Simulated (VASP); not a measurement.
# TiO2: relaxation of cell and atoms with PBEsol

TiO2:

```
CELL_PARAMETERS angstrom
2.87086 0.00000 0.00000
-1.43543 2.48624 0.00000
0.00000 0.00000 9.63680
ATOMIC_POSITIONS crystal
Ti 0.33333 0.66667 0.62501
Ti 0.66667 0.33333 0.12501
O 0.66667 0.33333 0.74340
O 0.33333 0.66667 0.24340
O 0.00000 0.00000 0.00659
O 0.00000 0.00000 0.50659
```

```json
{
 "Program": "VASP 6.6.1",
 "Task": "relaxation of cell and atoms",
 "Functional": "PBEsol",
 "Potentials or basis": "VASP PAW PBE potentials, release 64 (Ti_sv, O)",
 "Cutoff": "600 eV",
 "k mesh": "9 × 9 × 2",
 "Occupations": "fermi-dirac, width 0.03 eV",
 "Spin": "no spin polarisation",
 "Dipole correction": "no",
 "Further INCAR settings": "ALGO = Normal; EDIFF = 1e-07; IBRION = 2; EDIFFG = -0.01; NSW = 100; ISIF = 3"
}
```

```json
{
 "Relaxed volume": "12.16 Å³/atom",
 "Relaxed cell": "a = 2.963 Å, b = 2.963 Å, c = 9.593 Å, α = 90.00°, β = 90.00°, γ = 120.00°",
 "Space group after relaxing (to 0.1 Å)": "P6_3mc (No. 186)",
 "Energy gained by relaxing": "172.7 meV/atom",
 "Ionic steps": "16",
 "Pressure after relaxing": "0.0 GPa",
 "Largest force after relaxing": "0.009 eV/Å",
 "Band gap on the k mesh": "2.58 eV (least direct gap 2.87 eV)"
}
```

Forces on the atoms (eV/Å):
```
Ti   0.000  0.000 -0.009
Ti   0.000  0.000 -0.009
O    0.000  0.000  0.006
O    0.000  0.000  0.006
O    0.000  0.000  0.003
O    0.000  0.000  0.003
```

Step by step:
```tsv
step	energy change (eV)	largest force (eV/Å)	pressure (GPa)	volume (Å³)
1	0.0000	2.8390	-8.48	68.78
2	-0.5120	1.9889	25.96	62.67
3	-0.8484	0.1525	9.66	65.05
4	-0.9690	0.4415	-6.14	69.97
5	-1.0094	0.3538	-1.29	68.26
6	-1.0172	0.0814	1.05	68.10
7	-1.0186	0.0429	0.38	68.15
8	-1.0204	0.0423	0.30	68.35
9	-1.0249	0.0455	0.08	68.96
10	-1.0307	0.0614	-0.27	70.18
11	-1.0338	0.1322	-0.67	72.64
12	-1.0355	0.0762	-0.12	72.73
13	-1.0359	0.0702	0.29	72.80
14	-1.0363	0.0263	0.01	72.92
15	-1.0364	0.0221	-0.08	72.97
16	-1.0364	0.0087	-0.03	72.95
```

Final structure:
```
Ti O
1.0
     2.96339    0.00000    0.00000
    -1.48169    2.56637    0.00000
     0.00000    0.00000    9.59267
Ti O
2 4
Direct
  0.33333 0.66667 0.62496
  0.66667 0.33333 0.12496
  0.66667 0.33333 0.72510
  0.33333 0.66667 0.22510
  0.00000 0.00000 0.02494
  0.00000 0.00000 0.52494
```

Levels at points of the mesh, in eV from the valence-band top:
```
           k point  band 21  band 22  band 23  band 24  band 25  band 26  band 27  band 28
(0.00, 0.00, 0.00)    -0.35    -0.31    -0.31    -0.29     2.58     2.58     2.59     2.59
(0.00, 0.00, 0.50)    -0.33    -0.33    -0.33    -0.33     2.59     2.59     2.59     2.59
```

It took 6.7 min on 1 thread of Intel(R) Xeon(R) Platinum 8488C (Sapphire Rapids), with other jobs on the host, peak memory 0.23 GiB.

Caveat: the PAW data sets were made with another functional, which shifts forces and pressure a little. A k mesh can miss the band edges.
